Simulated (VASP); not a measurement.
## N: single point with PBEsol

Crystal: N.

```
CELL_PARAMETERS angstrom
2.51947 0.00000 0.00000
-1.25974 2.18193 0.00000
0.00000 0.00000 2.44600
ATOMIC_POSITIONS crystal
N 0.66667 0.33333 0.25000
N 0.33333 0.66667 0.75000
```

```yaml
Program: VASP 6.6.1
Task: single point
Functional: PBEsol
Potentials_or_basis: VASP PAW PBE potentials, release 64 (N)
Cutoff: 600 eV
k_mesh: 12 × 12 × 12
Occupations: fermi-dirac, width 0.0544 eV
Spin: no spin polarisation
```

* Pressure: -1.1 GPa
* Band gap on the k mesh: zero (bands 5 and 6 overlap by 5.07 eV)

Stress tensor (GPa, compression positive):
```
 2.86  0.00  0.00
 0.00  2.86  0.00
 0.00  0.00 -8.89
```

Levels at points of the mesh, in eV from the Fermi level:
```csv
k point,band 2,band 3,band 4,band 5,band 6,band 7,band 8,band 9
"(0.00, 0.00, 0.00)",-5.64,-4.86,-2.39,-2.39,2.79,2.79,6.14,14.27
"(0.50, 0.00, 0.00)",-14.54,-5.06,-2.27,-1.55,1.68,2.70,5.09,13.35
"(0.00, 0.00, 0.50)",-17.17,0.56,0.56,0.56,0.56,2.07,2.07,21.39
"(0.50, 0.00, 0.50)",-13.30,-8.71,-8.71,-0.82,-0.82,3.98,3.98,19.06
```

It took 14 s on 1 thread of AMD EPYC 7R43 64-Core Processor (Zen 3), on a shared host, peak memory 0.1 GiB.

Caveat: the PAW data sets were made with another functional, which shifts forces and pressure a little.
